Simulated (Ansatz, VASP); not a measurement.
# Al: VASP beside Ansatz

```
Al
1.0
     2.85185    0.00000    0.00000
    -1.42593    2.46978    0.00000
     0.00000    0.00000    9.24105
Al
4
Direct
  0.00000 0.00000 0.00000
  0.33333 0.66667 0.25000
  0.00000 0.00000 0.50000
  0.66667 0.33333 0.75000
```

Change from the starting cell: mode 4 frozen in at +0.000 Å, equal normal strain along x and y +0.0133.

Alike in both runs: task single point; functional PBE; dispersion D3(BJ); k mesh 18 × 18 × 4; occupations gaussian, width 0.15 eV; no spin polarisation.

|  | VASP | Ansatz |
| --- | --- | --- |
| version | VASP 6.6.1 | Ansatz 0.2.0 |
| potentials or method | VASP PAW PBE potentials, release 64 (Al), cutoff 520 eV | scalar-relativistic, plane waves, PAW |
| valence electrons in the cell | 12 | 12 |

|  | VASP | Ansatz | Ansatz less VASP |
| --- | --- | --- | --- |
| gap on the k mesh at the Fermi level (eV) | none | none | - |
| pressure (GPa) | -2.2 | -2.2 | +0.01 |
| traceless stress, the component that is largest in VASP (GPa) | 0.86 | 0.86 | -0.003 |

A gap of «none» marks a metal or a gap that the smearing closes.
